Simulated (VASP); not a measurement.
# PbS (R3m) in VASP: single point with PBE

Aim: the single point of PbS with PBE.

Program: VASP 6.6.1. These are calculated values, not measurements. Logs are shortened: lines on timing, memory, paths and dates and some standing lists are left out, and cuts for length are marked.

## 1. The cell of the first run

The structure is trigonal, space group R3m (No. 160). Conventional cell: a = 4.225 Å, b = 4.225 Å, c = 10.356 Å, α = 90.00°, β = 90.00°, γ = 120.00°. Within 3.9 Å of Pb (site symmetry 3m) lie 6 S at 2.96 to 3.02 Å. Within 3.9 Å of S (site symmetry 3m) lie 6 Pb at 2.96 to 3.02 Å.

## 2. Single point, PBE

POSCAR reads:

```
PbS
1.0
    2.1126617058      1.2197458045      3.4519162518
   -2.1126617058      1.2197458045      3.4519162518
    0.0000000000     -2.4394916091      3.4519162518
Pb S
1 1
Direct
    0.9805657800      0.9805657800      0.9805657800
    0.4750355500      0.4750355500      0.4750355500
```

INCAR.step1 reads:

```
PREC = Accurate
ENCUT = 400
EDIFF = 1E-6
ISMEAR = 0
SIGMA = 0.01
LREAL = F
LASPH = T
NELM = 120
ALGO = Normal
ISIF = 2
LWAVE = F
LCHARG = T
GGA = PE
NBANDS = 17
GGA_COMPAT = F
NEDOS = 2001
LORBIT = 11
```

KPOINTS.step1 reads:

```
regular mesh
0
Gamma
  6 6 6
```

INCAR.step2 reads:

```
PREC = Accurate
ENCUT = 400
EDIFF = 1E-6
ISMEAR = -5
SIGMA = 0.01
LREAL = F
LASPH = T
NELM = 120
ALGO = Normal
ISIF = 2
LWAVE = F
LCHARG = F
GGA = PE
LORBIT = 11
NBANDS = 17
NEDOS = 1001
ICHARG = 11
GGA_COMPAT = F
```

KPOINTS.step2 reads:

```
regular mesh
0
Gamma
  9 9 9
```

Potentials or basis: VASP PAW PBE potentials, release 64 (Pb_d, S).

On the command line:

```console
> cat potpaw_PBE.64/Pb_d/POTCAR potpaw_PBE.64/S/POTCAR > POTCAR
> cp INCAR.step1 INCAR
> cp KPOINTS.step1 KPOINTS
> mpirun -np 1 vasp_std > vasp.out
> cp INCAR.step2 INCAR
> cp KPOINTS.step2 KPOINTS
> mpirun -np 1 vasp_std > vasp.out
```

OUTCAR:

```text
PREC = Accurate
   ENCUT = 400
   EDIFF = 1E-6
   ISMEAR = -5
   LREAL = F
   LASPH = T
   NELM = 120
   ISIF = 2
   GGA = PE
   LORBIT = 11
   ICHARG = 11

 ion  position               nearest neighbor table
   1  0.981  0.981  0.981-   2 2.96   2 2.96   2 2.96   2 3.02   2 3.02   2 3.02
   2  0.475  0.475  0.475-   1 2.96   1 2.96   1 2.96   1 3.02   1 3.02   1 3.02

  LATTYP: Found a trigonal (rhomboedric) cell.
 ALAT       =     4.2269191050
 COS(alpha) =     0.5003774362

  Lattice vectors:

 A1 = (   2.1126617058,   1.2197458045,   3.4519162518)
 A2 = (  -2.1126617058,   1.2197458045,   3.4519162518)
 A3 = (   0.0000000000,  -2.4394916091,   3.4519162518)

Analysis of symmetry for initial positions (statically):
=====================================================================
 Subroutine PRICEL returns:
 Original cell was already a primitive cell.

 Routine SETGRP: Setting up the symmetry group for a
 trigonal (rhombohedral) supercell.

 Subroutine GETGRP returns: Found  6 space group operations
 (whereof  6 operations were pure point group operations)
 out of a pool of 12 trial point group operations.

The static configuration has the point symmetry C_3v.

Analysis of symmetry for dynamics (positions and initial velocities):
=====================================================================
 Subroutine PRICEL returns:
 Original cell was already a primitive cell.

 Routine SETGRP: Setting up the symmetry group for a
 trigonal (rhombohedral) supercell.

 Subroutine GETGRP returns: Found  6 space group operations
 (whereof  6 operations were pure point group operations)
 out of a pool of 12 trial point group operations.

The dynamic configuration has the point symmetry C_3v.

 Subroutine INISYM returns: Found  6 space group operations
 (whereof  6 operations are pure point group operations),
 and found     1 'primitive' translations

----------------------------------------------------------------------------------------

                                     Primitive cell

  volume of cell :      53.3717

  direct lattice vectors                    reciprocal lattice vectors
     2.112661706  1.219745805  3.451916252     0.236668274  0.136640492  0.096564722
    -2.112661706  1.219745805  3.451916252    -0.236668274  0.136640492  0.096564722
     0.000000000 -2.439491609  3.451916252     0.000000000 -0.273280984  0.096564722
[... 90 lines left out ...]
   IBRION =     -1    ionic relax: 0-MD 1-quasi-New 2-CG
   NFREE  =      0    steps in history (QN), initial steepest desc. (CG)
   ISIF   =      2    stress and relaxation
   ISYM   =      2    0-nonsym 1-usesym 2-fastsym
   POTIM  = 0.5000    time-step for ionic-motion
   TEBEG  =    0.0;   TEEND  =   0.0 temperature during run
   PSTRESS=    0.0 pullay stress
   NELECT =      20.0000    total number of electrons
   NUPDOWN=      -1.0000    fix difference up-down
   EMIN   =  10.00;   EMAX   =-10.00  energy-range for DOS
   EFERMI =   0.00;   METHOD = LEGACY
   ISMEAR =    -5;   SIGMA  =   0.01  broadening in eV -4-tet -1-fermi 0-gaus
   EFERMI_NEDOS =   21; number of points for ismear=-14 and -15
   IALGO  =     38    algorithm
   IMIX   =      4    mixing-type and parameters
     AMIX     =   0.40;   BMIX     =  1.00
     AMIX_MAG =   1.60;   BMIX_MAG =  1.00
  volume/ion in A,a.u.               =      26.69       180.08
  Fermi-wavevector in a.u.,A,eV,Ry     =   1.180270  2.230386 18.953411  1.393036
  Thomas-Fermi vector in A             =   2.316565
   LORBIT       =     11    0 simple, 1 ext, 2 COOP (PROOUT), +10 PAW based schemes
   GGA     = PE    functional components
   LHFCALC =     F    Hartree Fock is set to
   AEXX    =    0.0000 exact exchange contribution
   IVDW    =     0    specifies the selected vdW correction
   LEPSILON=     F    determine dielectric tensor
   LRPA    =     F    only Hartree local field effects (RPA)
 non-spin polarized calculation
 Fermi weights with tetrahedron method with Bloechl corrections
  energy-cutoff  :      400.00
  volume of cell :       53.37
 maximum number of plane-waves:       984

 number of electron      19.9999993 magnetization

 Free energy of the ion-electron system (eV)
  ---------------------------------------------------
  ext. energy  EPLUGINS =         0.00000000
  ---------------------------------------------------
  free energy    TOTEN  =        -8.76687265 eV

  energy without entropy =       -8.76687265  energy(sigma->0) =       -8.76687265

 E-fermi :   5.3637     XC(G=0):  -9.5761

 val. band max:        5.3355256007   @ k =   0.4444   0.0000   0.0000
 cond. band min:       6.1571294229   @ k =   0.4444   0.0000   0.0000
 fundamental gap:      0.8216038222
 Fermi energy:         5.3637365680

 k-point     1 :       0.0000    0.0000    0.0000
  band No.  band energies     occupation
      1     -11.2583      2.00000
      2     -11.2580      2.00000
      3     -11.2580      2.00000
      4     -11.2458      2.00000
      5     -11.2458      2.00000
      6      -7.8750      2.00000
[... 457 lines left out ...]
      4     -11.2040      2.00000
      5     -11.2039      2.00000
      6      -6.3613      2.00000
[... 9 lines left out ...]
     16      17.6773      0.00000
     17      17.7713      0.00000

 [... further k-points ...]

------------------------ aborting loop because EDIFF is reached ----------------------------------------

  FORCE on cell =-STRESS in cart. coord.  units (eV):
  Direction    XX          YY          ZZ          XY          YZ          ZX
  --------------------------------------------------------------------------------------
  -------------------------------------------------------------------------------------
  Total        0.2852719      0.2852719      0.2905261      0.0000000     -0.0000000      0.0000000
  in kB        8.5636474      8.5636474      8.7213756      0.0000000     -0.0000000      0.0000000
  external PRESSURE =       8.6162234 kB  Pullay stress =       0.0000000 kB

 VOLUME and BASIS-vectors are now :
 -----------------------------------------------------------------------------
  energy-cutoff  :      400.00
  volume of cell :       53.37
      direct lattice vectors                 reciprocal lattice vectors
     2.112661706  1.219745805  3.451916252     0.236668274  0.136640492  0.096564722
    -2.112661706  1.219745805  3.451916252    -0.236668274  0.136640492  0.096564722
     0.000000000 -2.439491609  3.451916252     0.000000000 -0.273280984  0.096564722

 POSITION                                       TOTAL-FORCE (eV/Angst)
 -----------------------------------------------------------------------------------
      0.00000     -0.00000     10.15449         0.000000      0.000000     -0.021718
      0.00000     -0.00000      4.91935         0.000000     -0.000000      0.021718
 -----------------------------------------------------------------------------------
    total drift:                               -0.000000     -0.000000      0.001316

  FREE ENERGIE OF THE ION-ELECTRON SYSTEM (eV)
  ---------------------------------------------------
  free  energy   TOTEN  =        -8.7668726530 eV

  energy  without entropy=       -8.7668726530  energy(sigma->0) =       -8.76687265

 total charge

# of ion       s       p       d       tot
------------------------------------------
    1        1.488   0.494   9.844  11.826
    2        1.350   2.335   0.000   3.684
--------------------------------------------------
tot          2.838   2.828   9.844  15.510
```

OUTCAR.step1:

```text
PREC = Accurate
   ENCUT = 400
   EDIFF = 1E-6
   ISMEAR = 0
   LREAL = F
   LASPH = T
[... 706 lines left out ...]
    total drift:                                0.000000     -0.000000     -0.000371

  FREE ENERGIE OF THE ION-ELECTRON SYSTEM (eV)
  ---------------------------------------------------
  free  energy   TOTEN  =        -8.7685699593 eV

  energy  without entropy=       -8.7685699593  energy(sigma->0) =       -8.76856996

 total charge

# of ion       s       p       d       tot
------------------------------------------
    1        1.488   0.495   9.844  11.827
    2        1.350   2.333   0.000   3.683
--------------------------------------------------
tot          2.838   2.828   9.844  15.510
```

It took 89 s on 1 thread of Intel Xeon 8259CL, shared host; peak memory 0.18 GiB.

Results:

```
Valence electrons inside the program's atomic spheres : Pb 11.83; S 3.68
```

Levels at points of the mesh, in eV from the valence-band top:
```csv
k point,band 6,band 7,band 8,band 9,band 10,band 11,band 12,band 13,band 14,band 15
"(0.00, 0.00, 0.00)",-13.21,-5.88,-1.87,-1.87,-1.87,5.30,5.33,5.33,6.99,6.99
```

Caveat: spin-orbit coupling is left out, which moves the levels of the heavy elements.
